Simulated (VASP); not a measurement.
# Ir (P6_3/mmc) in VASP: further runs

Runs on Ir. Level: PBEsol. Tasks: single point.

All numbers are computed with VASP 6.6.1; they aren't measurements. Logs are shortened: lines on timing, memory, paths and dates and some standing lists are left out, and cuts for length are marked.

## (1) The cell of the first run

Symmetry: P6_3/mmc, No. 194, hexagonal system. The conventional cell has a = 2.824 Å, b = 2.824 Å, c = 4.578 Å, α = 90.00°, β = 90.00°, γ = 120.00°. Ir (site symmetry -6m2) has 12 Ir at 2.81 to 2.82 Å within 3.7 Å.

This isn't the form of Ir at room conditions, which is fcc.

## (2) Single point, PBEsol, collinear spin (15.80 Å³/atom)

The input, INCAR:

```
  PREC = Accurate
  ENCUT = 520
  EDIFF = 1E-6
  ISMEAR = 0
  SIGMA = 0.15
  LREAL = False
  LASPH = True
  NELM = 150
  ALGO = Normal
  ISIF = 2
  LWAVE = False
  LCHARG = False
  ISPIN = 2
  MAGMOM = 0.2 0.2
  LORBIT = 11
  NUPDOWN = 0.4
  LMAXMIX = 4
  GGA = PS
  NBANDS = 20
```

The input, KPOINTS:

```
Automatic mesh
0
Gamma
  21 21 12
```

The input, POSCAR:

```
Ir
1.0
    2.8235216222      0.0000000000      0.0000000000
   -1.4117608111      2.4452414529      0.0000000000
    0.0000000000      0.0000000000      4.5777984561
Ir
2
Direct
    0.6666666667      0.3333333333      0.7500000000
    0.3333333333      0.6666666667      0.2500000000
```

Potentials or basis: VASP PAW PBE potentials, release 64 (Ir).

The run is started by

```bash
$ cat potpaw_PBE.64/Ir/POTCAR > POTCAR
$ mpirun -np 1 vasp_std > vasp.out
```

OUTCAR:

```text
PREC = Accurate
   ENCUT = 520
   EDIFF = 1E-6
   ISMEAR = 0
   LREAL = False
   LASPH = True
   NELM = 150
   ISIF = 2
   ISPIN = 2
   LORBIT = 11
   NUPDOWN = 0.4
   GGA = PS

 ion  position               nearest neighbor table
   1  0.667  0.333  0.750-   2 2.81   2 2.81   2 2.81   2 2.81   2 2.81   2 2.81
   2  0.333  0.667  0.250-   1 2.81   1 2.81   1 2.81   1 2.81   1 2.81   1 2.81

  LATTYP: Found a hexagonal cell.
 ALAT       =     2.8235216222
 C/A-ratio  =     1.6213080927

  Lattice vectors:

 A1 = (   2.8235216222,   0.0000000000,   0.0000000000)
 A2 = (  -1.4117608111,   2.4452414529,   0.0000000000)
 A3 = (   0.0000000000,   0.0000000000,   4.5777984561)

Analysis of symmetry for initial positions (statically):
=====================================================================
 Subroutine PRICEL returns:
 Original cell was already a primitive cell.

 Routine SETGRP: Setting up the symmetry group for a
 hexagonal supercell.

 Subroutine GETGRP returns: Found 24 space group operations
 (whereof 12 operations were pure point group operations)
 out of a pool of 24 trial point group operations.

The static configuration has the point symmetry D_3d.
 The point group associated with its full space group is D_6h.

Analysis of symmetry for dynamics (positions and initial velocities):
=====================================================================
 Subroutine PRICEL returns:
 Original cell was already a primitive cell.

 Routine SETGRP: Setting up the symmetry group for a
 hexagonal supercell.

 Subroutine GETGRP returns: Found 24 space group operations
 (whereof 12 operations were pure point group operations)
 out of a pool of 24 trial point group operations.

The dynamic configuration has the point symmetry D_3d.
 The point group associated with its full space group is D_6h.

Analysis of structural, dynamic, and magnetic symmetry:
=====================================================================
 Subroutine PRICEL returns:
 Original cell was already a primitive cell.

 Routine SETGRP: Setting up the symmetry group for a
 hexagonal supercell.

 Subroutine GETGRP returns: Found 24 space group operations
 (whereof 12 operations were pure point group operations)
 out of a pool of 24 trial point group operations.

The overall configuration has the point symmetry D_3d.
 The point group associated with its full space group is D_6h.

 Subroutine INISYM returns: Found 24 space group operations
 (whereof 12 operations are pure point group operations),
 and found     1 'primitive' translations

----------------------------------------------------------------------------------------

                                     Primitive cell

  volume of cell :      31.6060

  direct lattice vectors                    reciprocal lattice vectors
     2.823521622  0.000000000  0.000000000     0.354167644  0.204478784  0.000000000
    -1.411760811  2.445241453  0.000000000     0.000000000  0.408957569  0.000000000
     0.000000000  0.000000000  4.577798456     0.000000000  0.000000000  0.218445615

  length of vectors
     2.823521622  2.823521622  4.577798456     0.408957569  0.408957569  0.218445615

  position of ions in fractional coordinates (direct lattice)
     0.666666667  0.333333333  0.750000000
     0.333333333  0.666666667  0.250000000

  ion indices of the primitive-cell ions
   primitive index   ion index
                 1           1
                 2           2

----------------------------------------------------------------------------------------

 KPOINTS: Automatic mesh

Automatic generation of k-mesh.
 Grid dimensions read from file:
 generate k-points for:   21   21   12

 Generating k-lattice:

  Cartesian coordinates                     Fractional coordinates (reciprocal lattice)
     0.016865126  0.009737085  0.000000000     0.047619048 -0.000000000  0.000000000
     0.000000000  0.019474170  0.000000000     0.000000000  0.047619048  0.000000000
     0.000000000  0.000000000  0.018203801     0.000000000  0.000000000  0.083333333

  Length of vectors
     0.019474170  0.019474170  0.018203801

  Shift w.r.t. Gamma in fractional coordinates (k-lattice)
     0.000000000  0.000000000  0.000000000

 Subroutine IBZKPT returns following result:
 ===========================================

 Found    336 irreducible k-points:

 Following reciprocal coordinates:
            Coordinates               Weight
  0.000000  0.000000  0.000000      1.000000
  0.047619  0.000000  0.000000      6.000000
  0.095238  0.000000  0.000000      6.000000
  0.142857 -0.000000  0.000000      6.000000
  0.190476  0.000000  0.000000      6.000000
  0.238095 -0.000000  0.000000      6.000000
[... 16 lines left out ...]
  0.142857  0.095238  0.000000     12.000000
  0.190476  0.095238  0.000000     12.000000
 [... further k-points ...]
   k-points           NKPTS =    336   k-points in BZ     NKDIM =    336   number of bands    NBANDS=     20
   number of dos      NEDOS =    301   number of ions     NIONS =      2
   total plane-waves  NPLWV =  20736
   dimension x,y,z NGX =    24 NGY =   24 NGZ =   36
   dimension x,y,z NGXF=    48 NGYF=   48 NGZF=   72
   ions per type =               2
   NGX,Y,Z   is equivalent  to a cutoff of  14.13, 14.13, 13.07 a.u.
   NGXF,Y,Z  is equivalent  to a cutoff of  28.26, 28.26, 26.15 a.u.
 SYSTEM =  unknown system
   PREC   = accura    normal or accurate (medium, high low for compatibility)
   ISTART =      0    job   : 0-new  1-cont  2-samecut
   ICHARG =      2    charge: 1-file 2-atom 10-const
   ISPIN  =      2    spin polarized calculation?
   LNONCOLLINEAR =      F non collinear calculations
   LSORBIT =      F    spin-orbit coupling
   LASPH  =      T    aspherical Exc in radial PAW
   ENCUT  =  520.0 eV  38.22 Ry    6.18 a.u.   5.25  5.25  8.51*2*pi/ulx,y,z
   NELM   =    150;   NELMIN=  2; NELMDL= -5     # of ELM steps
   EDIFF  = 0.1E-05   stopping-criterion for ELM
   LREAL  =      F    real-space projection
   EDIFFG = 0.1E-04   stopping-criterion for IOM
   NSW    =      0    number of steps for IOM
   IBRION =     -1    ionic relax: 0-MD 1-quasi-New 2-CG
   NFREE  =      0    steps in history (QN), initial steepest desc. (CG)
   ISIF   =      2    stress and relaxation
   ISYM   =      2    0-nonsym 1-usesym 2-fastsym
   POTIM  = 0.5000    time-step for ionic-motion
   TEBEG  =    0.0;   TEEND  =   0.0 temperature during run
   PSTRESS=    0.0 pullay stress
   NELECT =      18.0000    total number of electrons
   NUPDOWN=       0.4000    fix difference up-down
   EMIN   =  10.00;   EMAX   =-10.00  energy-range for DOS
   EFERMI =   0.00;   METHOD = LEGACY
   ISMEAR =     0;   SIGMA  =   0.15  broadening in eV -4-tet -1-fermi 0-gaus
   EFERMI_NEDOS =   21; number of points for ismear=-14 and -15
   IALGO  =     38    algorithm
   IMIX   =      4    mixing-type and parameters
     AMIX     =   0.40;   BMIX     =  1.00
     AMIX_MAG =   1.60;   BMIX_MAG =  1.00
  volume/ion in A,a.u.               =      15.80       106.64
  Fermi-wavevector in a.u.,A,eV,Ry     =   1.356987  2.564334 25.053970  1.841415
  Thomas-Fermi vector in A             =   2.483944
   LORBIT       =     11    0 simple, 1 ext, 2 COOP (PROOUT), +10 PAW based schemes
   GGA     = PS    functional components
   LHFCALC =     F    Hartree Fock is set to
   AEXX    =    0.0000 exact exchange contribution
   IVDW    =     0    specifies the selected vdW correction
   LEPSILON=     F    determine dielectric tensor
   LRPA    =     F    only Hartree local field effects (RPA)
 spin polarized calculation
 Gauss-broadening in eV      SIGMA  =   0.15
  energy-cutoff  :      520.00
  volume of cell :       31.61
 maximum number of plane-waves:       867
 NGX is ok and might be reduce to    24
   NGX = 11   NGY = 11   NGZ = 17

 number of electron      18.0000003 magnetization       0.4000000

 Free energy of the ion-electron system (eV)
  ---------------------------------------------------
  ext. energy  EPLUGINS =         0.00000000
  ---------------------------------------------------
  free energy    TOTEN  =       -19.11340878 eV

  energy without entropy =      -19.08086831  energy(sigma->0) =      -19.09713854

 E-fermi :   8.4409     XC(G=0): -13.4580

 val. band max:        8.5895903670   @ k =   0.3333   0.3333   0.2500
 cond. band min:       8.4411516590   @ k =   0.3333   0.0952   0.2500
 fundamental gap:     -0.1484387080
 Fermi energy:         8.5904999908

 spin component 1

 k-point     1 :       0.0000    0.0000    0.0000
  band No.  band energies     occupation
      1      -1.6311      1.00000
      2       1.3758      1.00000
      3       5.1180      1.00000
      4       5.2189      1.00000
      5       5.2189      1.00000
      6       5.7667      1.00000
[... 12 lines left out ...]
     19      30.5002      0.00000
     20      30.5002      0.00000
[... 507 lines left out ...]
 k-point    24 :       0.1905    0.0952    0.0000
  band No.  band energies     occupation
      1       0.3426      1.00000
      2       2.7238      1.00000
      3       4.0008      1.00000
      4       4.1111      1.00000
      5       5.1266      1.00000
      6       5.3323      1.00000
[... 12 lines left out ...]
     19      28.4430      0.00000
     20      29.8133      0.00000

 [... further k-points ...]

 spin component 2

 k-point     1 :       0.0000    0.0000    0.0000
  band No.  band energies     occupation
      1      -1.5858      1.00000
      2       1.4607      1.00000
      3       5.2449      1.00000
      4       5.3397      1.00000
      5       5.3397      1.00000
      6       5.8911      1.00000
[... 12 lines left out ...]
     19      30.5435      0.00000
     20      30.5435      0.00000
[... 507 lines left out ...]
 k-point    24 :       0.1905    0.0952    0.0000
  band No.  band energies     occupation
      1       0.3908      1.00000
      2       2.8184      1.00000
      3       4.1059      1.00000
      4       4.2112      1.00000
      5       5.2405      1.00000
      6       5.4578      1.00000
[... 12 lines left out ...]
     19      28.4922      0.00000
     20      29.8737      0.00000

 [... further k-points ...]
[... 5 lines left out ...]
  --------------------------------------------------------------------------------------
  -------------------------------------------------------------------------------------
  Total       -6.2080418     -6.2080418     -6.3625674      0.0000000      0.0000000      0.0000000
  in kB     -314.6992288   -314.6992288   -322.5324723      0.0000000      0.0000000      0.0000000
  external PRESSURE =    -317.3103099 kB  Pullay stress =       0.0000000 kB

 VOLUME and BASIS-vectors are now :
 -----------------------------------------------------------------------------
  energy-cutoff  :      520.00
  volume of cell :       31.61
      direct lattice vectors                 reciprocal lattice vectors
     2.823521622  0.000000000  0.000000000     0.354167644  0.204478784  0.000000000
    -1.411760811  2.445241453  0.000000000     0.000000000  0.408957569  0.000000000
     0.000000000  0.000000000  4.577798456     0.000000000  0.000000000  0.218445615

 POSITION                                       TOTAL-FORCE (eV/Angst)
 -----------------------------------------------------------------------------------
      1.41176      0.81508      3.43335        -0.000000      0.000000      0.000000
     -0.00000      1.63016      1.14445         0.000000     -0.000000      0.000000
 -----------------------------------------------------------------------------------
    total drift:                               -0.000000      0.000000     -0.000000

  FREE ENERGIE OF THE ION-ELECTRON SYSTEM (eV)
  ---------------------------------------------------
  free  energy   TOTEN  =       -19.1134087776 eV

  energy  without entropy=      -19.0808683077  energy(sigma->0) =      -19.09713854

 total charge

# of ion       s       p       d       tot
------------------------------------------
    1        0.609   0.602   6.835   8.046
    2        0.609   0.602   6.835   8.046
--------------------------------------------------
tot          1.217   1.205  13.670  16.091

 magnetization (x)

# of ion       s       p       d       tot
------------------------------------------
    1        0.001   0.000   0.195   0.196
    2        0.001   0.000   0.195   0.196
--------------------------------------------------
tot          0.001   0.000   0.391   0.392
```

Run time: 8.9 min. Hardware: 1 thread of Intel Xeon Platinum 8375C at 2.90GHz (Ice Lake), shared host; peak memory 0.39 GiB.

What came out:

```yaml
Free_energy: -19.1134 eV
Pressure: -31.7 GPa
Net_moment: 0.40 μB per cell
Site_moments: Ir +0.20 μB
Valence_electrons_inside_the_program's_atomic_spheres: Ir 8.05
```

Caveat: the cell stands under tension; the PAW data sets were made with another functional, which shifts forces and pressure a little; spin-orbit coupling is left out, which moves the levels of the heavy elements; the total moment is fixed, so each spin has its own Fermi level and the state may be an excited one.

## (3) Single point, PBEsol, collinear spin (14.11 Å³/atom)

This run uses another cell than the first one, of 14.11 Å³/atom.

The input, INCAR:

```
  ALGO = Normal
  EDIFF = 1E-6
  ENCUT = 560
  GGA = PS
  GGA_COMPAT = False
  ISIF = 2
  ISMEAR = 0
  ISPIN = 2
  LASPH = True
  LCHARG = False
  LMAXMIX = 4
  LORBIT = 11
  LREAL = False
  LWAVE = False
  MAGMOM = 0.6 0.6
  NBANDS = 28
  NELM = 200
  NUPDOWN = 1.2
  PREC = Accurate
  SIGMA = 0.15
```

The input, KPOINTS:

```
k-points
0
Gamma
  21 21 12
```

The input, POSCAR:

```
Ir
1.0
    2.7188340441      0.0000000000      0.0000000000
   -1.3594170221      2.3545793509      0.0000000000
    0.0000000000      0.0000000000      4.4080676386
Ir
2
Direct
    0.6666666667      0.3333333333      0.7500000000
    0.3333333333      0.6666666667      0.2500000000
```

Potentials or basis: VASP PAW PBE potentials, release 64 (Ir_sv_GW).

The run is started by

```bash
$ cat potpaw_PBE.64/Ir_sv_GW/POTCAR > POTCAR
$ mpirun -np 1 vasp_std > vasp.out
```

Wall time 3 min (1 thread of Intel Xeon 6975P-C (Granite Rapids), shared host); peak memory 0.49 GiB.

It converged, with:

```
Free energy                                           : -20.4636 eV
Pressure                                              : 1.3 GPa
Net moment                                            : 1.20 μB per cell
Site moments                                          : Ir +0.61 μB
Valence electrons inside the program's atomic spheres : Ir 16.47
```

Stress tensor (GPa, compression positive):
```
1.51 0.00 0.00
0.00 1.51 0.00
0.00 0.00 0.96
```

Caveat: the PAW data sets were made with another functional, which shifts forces and pressure a little; spin-orbit coupling is left out, which moves the levels of the heavy elements; the total moment is fixed, so each spin has its own Fermi level and the state may be an excited one.
